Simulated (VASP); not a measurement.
# ZnO (zincite) (P6_3mc) in VASP: further runs

ZnO (zincite) is run at these levels: PBEsol, r2SCAN; tasks: electric field gradients.

Everything below comes from runs of VASP 6.6.1. Logs are shortened: lines on timing, memory, paths and dates and some standing lists are left out, and cuts for length are marked.

**The experiment to reproduce.**

“Electronic structure of alkaline earth and post-transition metal oxides”, 2009, arxiv:0908.1581 quotes, for a bulk crystal of ZnO: band gap 3.37 eV.

The runs below are set against these values where they give the same quantity.

**1. The cell of the first run**

The structure is hexagonal, space group P6_3mc (No. 186). Conventional cell: a = 3.249 Å, b = 3.249 Å, c = 5.206 Å, α = 90.00°, β = 90.00°, γ = 120.00°. Within 2.6 Å of Zn (site symmetry 3m) lie 4 O at 1.98 Å. Within 2.6 Å of O (site symmetry 3m) lie 4 Zn at 1.98 Å.

**2. Electric field gradients, PBEsol**

File INCAR:

```
SYSTEM = ZnO
ALGO = Normal
EDIFF = 1E-8
ENCUT = 520
GGA = PS
GGA_COMPAT = .FALSE.
ISIF = 2
ISMEAR = -1
LASPH = .TRUE.
LCHARG = .FALSE.
LEFG = .TRUE.
LREAL = .FALSE.
LWAVE = .FALSE.
NBANDS = 26
NELM = 120
PREC = Accurate
SIGMA = 0.02
```

File KPOINTS:

```
k-points
0
G
  8 8 5
  0 0 0
```

File POSCAR:

```
ZnO
1.0
    3.2493080000      0.0000000000      0.0000000000
   -1.6246540000      2.8139832727      0.0000000000
    0.0000000000      0.0000000000      5.2057090000
Zn O
2 2
Direct
    0.3333333333      0.6666666667      0.4990859689
    0.6666666667      0.3333333333     -0.0009140311
    0.6666666667      0.3333333333      0.3799240311
    0.3333333333      0.6666666667      0.8799240311
```

Potentials or basis: VASP PAW PBE potentials, release 64 (Zn, O).

On the command line:

```bash
cat potpaw_PBE.64/Zn/POTCAR potpaw_PBE.64/O/POTCAR > POTCAR
mpirun -np 1 vasp_std > vasp.out
```

OUTCAR:

```text
SYSTEM = ZnO
   EDIFF = 1E-8
   ENCUT = 520
   GGA = PS
   ISIF = 2
   ISMEAR = -1
   LASPH = .TRUE.
   LREAL = .FALSE.
   NELM = 120
   PREC = Accurate

 ion  position               nearest neighbor table
   1  0.333  0.667  0.499-   3 1.98   3 1.98   3 1.98   4 1.98
   2  0.667  0.333  0.999-   4 1.98   4 1.98   4 1.98   3 1.98
   3  0.667  0.333  0.380-   1 1.98   1 1.98   1 1.98   2 1.98
   4  0.333  0.667  0.880-   2 1.98   2 1.98   2 1.98   1 1.98

  LATTYP: Found a hexagonal cell.
 ALAT       =     3.2493080000
 C/A-ratio  =     1.6020977390

  Lattice vectors:

 A1 = (   3.2493080000,   0.0000000000,   0.0000000000)
 A2 = (  -1.6246540000,   2.8139832727,   0.0000000000)
 A3 = (   0.0000000000,   0.0000000000,   5.2057090000)

Analysis of symmetry for initial positions (statically):
=====================================================================
 Subroutine PRICEL returns:
 Original cell was already a primitive cell.

 Routine SETGRP: Setting up the symmetry group for a
 hexagonal supercell.

 Subroutine GETGRP returns: Found 12 space group operations
 (whereof  6 operations were pure point group operations)
 out of a pool of 24 trial point group operations.

The static configuration has the point symmetry C_3v.
 The point group associated with its full space group is C_6v.

Analysis of symmetry for dynamics (positions and initial velocities):
=====================================================================
 Subroutine PRICEL returns:
 Original cell was already a primitive cell.

 Routine SETGRP: Setting up the symmetry group for a
 hexagonal supercell.

 Subroutine GETGRP returns: Found 12 space group operations
 (whereof  6 operations were pure point group operations)
 out of a pool of 24 trial point group operations.

The dynamic configuration has the point symmetry C_3v.
 The point group associated with its full space group is C_6v.

 Subroutine INISYM returns: Found 12 space group operations
 (whereof  6 operations are pure point group operations),
 and found     1 'primitive' translations

----------------------------------------------------------------------------------------

                                     Primitive cell

  volume of cell :      47.5984

  direct lattice vectors                    reciprocal lattice vectors
     3.249308000  0.000000000  0.000000000     0.307757836  0.177684070  0.000000000
    -1.624654000  2.813983273  0.000000000     0.000000000  0.355368139  0.000000000
     0.000000000  0.000000000  5.205709000     0.000000000  0.000000000  0.192096792

  length of vectors
     3.249308000  3.249308000  5.205709000     0.355368139  0.355368139  0.192096792

  position of ions in fractional coordinates (direct lattice)
     0.333333333  0.666666667  0.499085969
     0.666666667  0.333333333  0.999085969
     0.666666667  0.333333333  0.379924031
     0.333333333  0.666666667  0.879924031

  ion indices of the primitive-cell ions
   primitive index   ion index
                 1           1
                 2           2
                 3           3
                 4           4

----------------------------------------------------------------------------------------

 KPOINTS: k-points

Automatic generation of k-mesh.
 Grid dimensions read from file:
 generate k-points for:    8    8    5

 Generating k-lattice:

  Cartesian coordinates                     Fractional coordinates (reciprocal lattice)
     0.038469730  0.022210509  0.000000000     0.125000000  0.000000000  0.000000000
     0.000000000  0.044421017  0.000000000     0.000000000  0.125000000  0.000000000
     0.000000000  0.000000000  0.038419358     0.000000000  0.000000000  0.200000000

  Length of vectors
     0.044421017  0.044421017  0.038419358

  Shift w.r.t. Gamma in fractional coordinates (k-lattice)
     0.000000000  0.000000000  0.000000000

 Subroutine IBZKPT returns following result:
 ===========================================

 Found     30 irreducible k-points:

 Following reciprocal coordinates:
            Coordinates               Weight
  0.000000  0.000000  0.000000      1.000000
  0.125000  0.000000  0.000000      6.000000
  0.250000  0.000000  0.000000      6.000000
  0.375000  0.000000  0.000000      6.000000
  0.500000  0.000000  0.000000      3.000000
  0.125000  0.125000  0.000000      6.000000
[... 16 lines left out ...]
  0.250000  0.000000  0.400000     12.000000
  0.375000  0.000000  0.400000     12.000000
 [... further k-points ...]
   k-points           NKPTS =     30   k-points in BZ     NKDIM =     30   number of bands    NBANDS=     26
   number of dos      NEDOS =    301   number of ions     NIONS =      4
   total plane-waves  NPLWV =  23040
   dimension x,y,z NGX =    24 NGY =   24 NGZ =   40
   dimension x,y,z NGXF=    48 NGYF=   48 NGZF=   80
   ions per type =               2   2
   NGX,Y,Z   is equivalent  to a cutoff of  12.28, 12.28, 12.77 a.u.
   NGXF,Y,Z  is equivalent  to a cutoff of  24.56, 24.56, 25.55 a.u.
 SYSTEM =  ZnO
   PREC   = accura    normal or accurate (medium, high low for compatibility)
   ISTART =      0    job   : 0-new  1-cont  2-samecut
   ICHARG =      2    charge: 1-file 2-atom 10-const
   ISPIN  =      1    spin polarized calculation?
   LNONCOLLINEAR =      F non collinear calculations
   LSORBIT =      F    spin-orbit coupling
   LASPH  =      T    aspherical Exc in radial PAW
   ENCUT  =  520.0 eV  38.22 Ry    6.18 a.u.   6.04  6.04  9.68*2*pi/ulx,y,z
   NELM   =    120;   NELMIN=  2; NELMDL= -5     # of ELM steps
   EDIFF  = 0.1E-07   stopping-criterion for ELM
   LREAL  =      F    real-space projection
   EDIFFG = 0.1E-06   stopping-criterion for IOM
   NSW    =      0    number of steps for IOM
   IBRION =     -1    ionic relax: 0-MD 1-quasi-New 2-CG
   NFREE  =      0    steps in history (QN), initial steepest desc. (CG)
   ISIF   =      2    stress and relaxation
   ISYM   =      2    0-nonsym 1-usesym 2-fastsym
   POTIM  = 0.5000    time-step for ionic-motion
   TEBEG  =    0.0;   TEEND  =   0.0 temperature during run
   PSTRESS=    0.0 pullay stress
   NELECT =      36.0000    total number of electrons
   NUPDOWN=      -1.0000    fix difference up-down
   EMIN   =  10.00;   EMAX   =-10.00  energy-range for DOS
   EFERMI =   0.00;   METHOD = LEGACY
   ISMEAR =    -1;   SIGMA  =   0.02  broadening in eV -4-tet -1-fermi 0-gaus
   EFERMI_NEDOS =   21; number of points for ismear=-14 and -15
   IALGO  =     38    algorithm
   IMIX   =      4    mixing-type and parameters
     AMIX     =   0.40;   BMIX     =  1.00
     AMIX_MAG =   1.60;   BMIX_MAG =  1.00
  volume/ion in A,a.u.               =      11.90        80.30
  Fermi-wavevector in a.u.,A,eV,Ry     =   1.491574  2.818667 30.270160  2.224794
  Thomas-Fermi vector in A             =   2.604212
   LORBIT       =      0    0 simple, 1 ext, 2 COOP (PROOUT), +10 PAW based schemes
   GGA     = PS    functional components
   LHFCALC =     F    Hartree Fock is set to
   AEXX    =    0.0000 exact exchange contribution
   IVDW    =     0    specifies the selected vdW correction
   LEPSILON=     F    determine dielectric tensor
   LRPA    =     F    only Hartree local field effects (RPA)
 non-spin polarized calculation
  energy-cutoff  :      520.00
  volume of cell :       47.60
 maximum number of plane-waves:      1299
   NGX = 13   NGY = 13   NGZ = 19

 number of electron      36.0000020 magnetization

 Free energy of the ion-electron system (eV)
  ---------------------------------------------------
  ext. energy  EPLUGINS =         0.00000000
  ---------------------------------------------------
  free energy    TOTEN  =       -19.41067441 eV

  energy without entropy =      -19.41067441  energy(sigma->0) =      -19.41067441

 E-fermi :   1.3973     XC(G=0): -11.1853

 val. band max:        1.0489661719   @ k =   0.0000   0.0000   0.0000
 cond. band min:       1.7338322532   @ k =   0.0000   0.0000   0.0000
 fundamental gap:      0.6848660813
 Fermi energy:         1.3972546405

 k-point     1 :       0.0000    0.0000    0.0000
  band No.  band energies     occupation
      1     -16.9915      2.00000
      2     -16.2417      2.00000
      3      -4.6677      2.00000
      4      -4.6677      2.00000
      5      -4.6461      2.00000
      6      -4.5993      2.00000
[... 18 lines left out ...]
     25      15.0451      0.00000
     26      15.0451      0.00000

 k-point     2 :       0.1250    0.0000    0.0000
  band No.  band energies     occupation
      1     -16.9052      2.00000
      2     -16.2043      2.00000
      3      -4.7690      2.00000
      4      -4.6180      2.00000
      5      -4.5550      2.00000
      6      -4.5361      2.00000
[... 18 lines left out ...]
     25      15.1752      0.00000
     26      15.2241      0.00000

 k-point     3 :       0.2500    0.0000    0.0000
  band No.  band energies     occupation
      1     -16.6815      2.00000
      2     -16.1208      2.00000
      3      -4.9421      2.00000
      4      -4.5865      2.00000
      5      -4.5094      2.00000
      6      -4.3870      2.00000
[... 18 lines left out ...]
     25      14.2683      0.00000
     26      15.1225      0.00000

 k-point     4 :       0.3750    0.0000    0.0000
  band No.  band energies     occupation
      1     -16.4229      2.00000
      2     -16.0613      2.00000
      3      -4.9909      2.00000
      4      -4.6608      2.00000
      5      -4.4273      2.00000
      6      -4.1849      2.00000
[... 18 lines left out ...]
     25      14.2848      0.00000
     26      15.0409      0.00000
[... 496 lines left out ...]
      1     -16.6699      2.00000
      2     -16.4532      2.00000
      3      -4.9366      2.00000
      4      -4.9097      2.00000
      5      -4.5690      2.00000
      6      -4.5668      2.00000
[... 18 lines left out ...]
     25      14.0478      0.00000
     26      14.3938      0.00000

 k-point    23 :       0.2500    0.0000    0.4000
  band No.  band energies     occupation
      1     -16.4884      2.00000
      2     -16.3149      2.00000
      3      -5.0570      2.00000
      4      -4.9951      2.00000
      5      -4.4314      2.00000
      6      -4.4280      2.00000
[... 18 lines left out ...]
     25      14.3466      0.00000
     26      14.5881      0.00000

 k-point    24 :       0.3750    0.0000    0.4000
  band No.  band energies     occupation
      1     -16.2920      2.00000
      2     -16.1798      2.00000
      3      -5.1204      2.00000
      4      -5.0495      2.00000
      5      -4.3013      2.00000
      6      -4.2462      2.00000
[... 18 lines left out ...]
     25      14.4775      0.00000
     26      14.7147      0.00000

 [... further k-points ...]

------------------------ aborting loop because EDIFF is reached ----------------------------------------

  FORCE on cell =-STRESS in cart. coord.  units (eV):
  Direction    XX          YY          ZZ          XY          YZ          ZX
  --------------------------------------------------------------------------------------
  -------------------------------------------------------------------------------------
  Total       -0.2349544     -0.2349544      0.0204517      0.0000000      0.0000000      0.0000000
  in kB       -7.9086410     -7.9086410      0.6884118      0.0000000      0.0000000      0.0000000
  external PRESSURE =      -5.0429568 kB  Pullay stress =       0.0000000 kB

 VOLUME and BASIS-vectors are now :
 -----------------------------------------------------------------------------
  energy-cutoff  :      520.00
  volume of cell :       47.60
      direct lattice vectors                 reciprocal lattice vectors
     3.249308000  0.000000000  0.000000000     0.307757836  0.177684070  0.000000000
    -1.624654000  2.813983273  0.000000000     0.000000000  0.355368139  0.000000000
     0.000000000  0.000000000  5.205709000     0.000000000  0.000000000  0.192096792

 POSITION                                       TOTAL-FORCE (eV/Angst)
 -----------------------------------------------------------------------------------
     -0.00000      1.87599      2.59810         0.000000     -0.000000     -0.002994
      1.62465      0.93799      5.20095        -0.000000      0.000000     -0.002994
      1.62465      0.93799      1.97777         0.000000      0.000000      0.002994
     -0.00000      1.87599      4.58063        -0.000000      0.000000      0.002994
 -----------------------------------------------------------------------------------
    total drift:                                0.000000      0.000000     -0.002659

  FREE ENERGIE OF THE ION-ELECTRON SYSTEM (eV)
  ---------------------------------------------------
  free  energy   TOTEN  =       -19.4106744083 eV

  energy  without entropy=      -19.4106744081  energy(sigma->0) =      -19.41067441

 Electric field gradients (V/A^2)
---------------------------------------------------------------------
 ion       V_xx      V_yy      V_zz      V_xy      V_xz      V_yz
---------------------------------------------------------------------
   1      -2.488    -2.490     4.978    -0.001    -0.000     0.000
   2      -2.488    -2.490     4.978    -0.001     0.000    -0.000
   3       1.345     1.341    -2.686    -0.004    -0.000     0.000
   4       1.345     1.341    -2.686    -0.004     0.000    -0.000
---------------------------------------------------------------------

 Electric field gradients after diagonalization (V/A^2)
 (convention: |V_zz| > |V_xx| > |V_yy|)
----------------------------------------------------------------------
 ion       V_xx      V_yy      V_zz     asymmetry (V_yy - V_xx)/ V_zz
----------------------------------------------------------------------
   1      -2.490    -2.488     4.978       0.000
   2      -2.490    -2.488     4.978       0.000
   3       1.347     1.339    -2.686       0.003
   4       1.347     1.339    -2.686       0.003
----------------------------------------------------------------------

           NMR quadrupolar parameters

 Cq : quadrupolar parameter    Cq=e*Q*V_zz/h
 eta: asymmetry parameters     (V_yy - V_xx)/ V_zz
 Q  : nuclear electric quadrupole moment in mb (millibarn)
----------------------------------------------------------------------
 ion       Cq(MHz)       eta       Q (mb)
----------------------------------------------------------------------
   1       0.012       0.000       1.000
   2       0.012       0.000       1.000
   3      -0.006       0.003       1.000
   4      -0.006       0.003       1.000
----------------------------------------------------------------------
```

Run time: 65 s. Hardware: 1 thread of Intel Xeon 8259CL, shared host; peak memory 0.17 GiB.

Results:

```
Free energy            : -19.4107 eV
Pressure               : -0.5 GPa
Band gap on the k mesh : 0.68 eV, direct
```

Forces on the atoms (eV/Å):
```
Zn   0.000  0.000 -0.003
Zn   0.000  0.000 -0.003
O    0.000  0.000  0.003
O    0.000  0.000  0.003
```

Levels at points of the mesh, in eV from the valence-band top:
| k point | band 14 | band 15 | band 16 | band 17 | band 18 | band 19 | band 20 | band 21 | band 22 | band 23 |
| --- | --- | --- | --- | --- | --- | --- | --- | --- | --- | --- |
| (0.00, 0.00, 0.00) | -0.80 | -0.80 | -0.09 | 0.00 | 0.00 | 0.68 | 5.09 | 8.13 | 12.71 | 12.71 |
| (0.50, 0.00, 0.00) | -3.59 | -2.84 | -2.30 | -1.29 | -0.86 | 5.68 | 6.70 | 7.48 | 8.40 | 10.50 |

Electric field gradients, principal values (V/Å²):
```tsv
atom	least	middle	greatest (by size)
1 Zn	-2.488	-2.490	4.978
2 Zn	-2.488	-2.490	4.978
3 O	1.339	1.347	-2.686
4 O	1.339	1.347	-2.686
```

Caveat: without QUAD_EFG the Cq values of the log hold for a quadrupole moment of 1 mb, not for the nuclei; the PAW data sets were made with another functional, which shifts forces and pressure a little.

(Continued in part 2 of 2.)
